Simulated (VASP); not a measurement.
**Al2GaP3: single point with PBE**

Crystal: Al2GaP3.

```
Al Ga P
1.0
     0.00000    0.00000    6.38872
     6.73059    0.00000    0.00000
    -3.36529    5.82886    0.00000
Al Ga P
4 2 6
Direct
  0.00039 0.00000 0.00000
  0.49968 0.66674 0.66674
  0.49968 0.33326 0.00000
  0.49968 0.00000 0.33326
  0.00096 0.33333 0.66667
  0.00096 0.66667 0.33333
  0.37584 0.33333 0.66667
  0.37447 0.00000 0.00000
  0.37584 0.66667 0.33333
  0.87417 0.66708 0.66708
  0.87417 0.33292 0.00000
  0.87417 0.00000 0.33292
```

| Item | Value |
| --- | --- |
| Program | VASP 6.6.1 |
| Task | single point |
| Functional | PBE |
| Potentials or basis | VASP PAW PBE potentials, release 64 (Al, Ga_d, P) |
| Cutoff | 520 eV |
| k mesh | 2 × 3 × 3 |
| Occupations | gaussian, width 0.1 eV |
| Spin | no spin polarisation |
| Dipole correction | no |
| Further INCAR settings | ALGO = Normal; EDIFF = 1e-06; NBANDS = 46 |

```
Pressure               : -0.1 GPa
Largest force          : 0.017 eV/Å
Band gap on the k mesh : 1.84 eV, direct
```

Forces on the atoms (eV/Å):
```
Al   0.000  0.000  0.011
Al  -0.002 -0.003 -0.016
Al   0.004  0.000 -0.016
Al  -0.002  0.003 -0.016
Ga   0.000  0.000  0.002
Ga   0.000  0.000  0.002
P    0.000  0.000  0.006
P    0.000  0.000 -0.005
P    0.000  0.000  0.006
P   -0.003 -0.005  0.009
P    0.005  0.000  0.009
P   -0.003  0.005  0.009
```

Stress tensor (GPa, compression positive):
```
-0.13  0.00  0.00
 0.00 -0.13  0.00
 0.00  0.00 -0.03
```

Levels at points of the mesh, in eV from the valence-band top:
| k point | band 31 | band 32 | band 33 | band 34 | band 35 | band 36 | band 37 | band 38 |
| --- | --- | --- | --- | --- | --- | --- | --- | --- |
| (0.00, 0.00, 0.00) | -1.01 | -0.15 | 0.00 | 0.00 | 1.84 | 2.28 | 2.28 | 2.76 |
| (0.50, 0.00, 0.00) | -0.65 | -0.65 | -0.47 | -0.47 | 2.30 | 2.48 | 3.00 | 3.04 |

Run time: 46 s on 1 thread of Intel(R) Xeon(R) 6975P-C (Granite Rapids), on a shared host, peak memory 0.35 GiB.

Caveat: the k points lie up to 0.49 Å⁻¹ apart. PBE gaps usually lie below the measured ones, often by a third to a half.
